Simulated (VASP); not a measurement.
Runs of VASP 6.6.1 on Be. The structure is that of space group Im-3m (No. 229), or close to it. The cells are those of the table. This isn't the form of Be at room conditions, which is hcp.

| cell | gap on the mesh (eV) | pressure (GPa) |
| --- | --- | --- |
| a = 2.069 Å, angles 109.5°, 1 atom | none | 20.5 |
| a = 2.133 Å, angles 109.5°, 1 atom | none | 5.4 |
| a = 2.159 Å, angles 109.5°, 1 atom | none | (a) |
| a = 2.109 Å, angles 109.5°, 1 atom | none | 10.4 |

Alike in all rows: task single point; level PBEsol; potentials or basis VASP PAW PBE potentials, release 64 (Be); no spin polarisation; k mesh 10 × 10 × 10; cutoff (eV) 600; smearing methfessel-paxton 0.05 eV.

Q: Fill in the values left out.

A: (a) 0.4.

Caveats: some runs use coarse meshes; the PAW data sets were made with another functional, which shifts forces and pressure a little.

A gap of «none» marks levels without a gap at the run's occupations.
